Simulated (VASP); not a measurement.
Runs of VASP 6.6.1 on GaSb3. The structure is that of space group I4/mmm (No. 139), or close to it. The cells are those of the table. 

```csv
cell,gap on the mesh (eV),pressure (GPa)
"a = 4.975, b = 4.975, c = 5.106 Å, angles 59.1, 59.1, 61.7°, 4 atoms",none,6.8
"a = 5.005, b = 5.005, c = 5.201 Å, angles 58.7, 58.7, 62.6°, 4 atoms",none,4.4
"a = 5.064, b = 5.064, c = 4.927 Å, angles 60.9, 60.9, 58.2°, 4 atoms",none,6.8
"a = 4.957, b = 4.957, c = 5.152 Å, angles 58.7, 58.7, 62.6°, 4 atoms",none,(b)
"a = 5.042, b = 5.042, c = 5.109 Å, angles 59.6, 59.6, 60.9°, 4 atoms",none,4.1
"a = 4.994, b = 4.994, c = 5.061 Å, angles 59.6, 59.6, 60.9°, 4 atoms",none,6.7
"a = 5.113, b = 5.113, c = 4.974 Å, angles 60.9, 60.9, 58.2°, 4 atoms",none,4.2
"a = 5.140, b = 5.140, c = 4.930 Å, angles 61.3, 61.3, 57.3°, 4 atoms",none,(a)
"a = 5.091, b = 5.091, c = 4.883 Å, angles 61.3, 61.3, 57.3°, 4 atoms",none,7.0
```

Alike in all rows: task single point; level PBEsol; potentials or basis VASP PAW PBE potentials, release 64 (Ga_d, Sb); no spin polarisation; k mesh 10 × 10 × 10; cutoff (eV) 520; smearing gaussian 0.15 eV.

Estimate the missing entries.

(a) 4.5; (b) 6.9.

Caveats: the PAW data sets were made with another functional, which shifts forces and pressure a little; spin-orbit coupling is left out, which moves the levels of the heavy elements.

A k mesh can miss the band edges, and the runs leave out spin-orbit coupling on Ga, Sb.

A gap of «none» marks levels without a gap at the run's occupations.
